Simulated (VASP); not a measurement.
A run of VASP 6.6.1:

INCAR

```
SYSTEM = Hf
PREC = Accurate ; ENCUT = 600
EDIFF = 1E-7 ; ISMEAR = -1
SIGMA = 0.05 ; LREAL = .False.
LASPH = .True. ; NELM = 80
ALGO = Normal ; ISIF = 3
LWAVE = .False. ; LCHARG = .False.
GGA = PE ; IBRION = 2
NSW = 60 ; EDIFFG = -0.005
PSTRESS = 740.0
```

KPOINTS

```
Automatic mesh
0
Gamma
  16 16 15
  0 0 0
```

File POSCAR:

```
Hf
1.0
    2.6800622389      0.0000000000      0.0000000000
   -1.3400311194      2.3210019826      0.0000000000
    0.0000000000      0.0000000000      2.5192585045
Hf
1
Direct
    0.0000000000      0.0000000000      0.0000000000
```

Potentials or basis: VASP PAW PBE potentials, release 64 (Hf_pv).

The run is started by

```bash
$ cat potpaw_PBE.64/Hf_pv/POTCAR > POTCAR
$ mpirun -np 1 vasp_std > vasp.out
```

Hardware: 1 thread of Intel(R) Xeon(R) 6975P-C (Granite Rapids), on a shared host.

Task: Estimate the wall time of this run.

Result: Wall time 52 s on 1 thread of Intel(R) Xeon(R) 6975P-C (Granite Rapids) (shared host), peak memory 0.18 GiB. Counts: scf iterations 62, k points 240, ion steps 9.
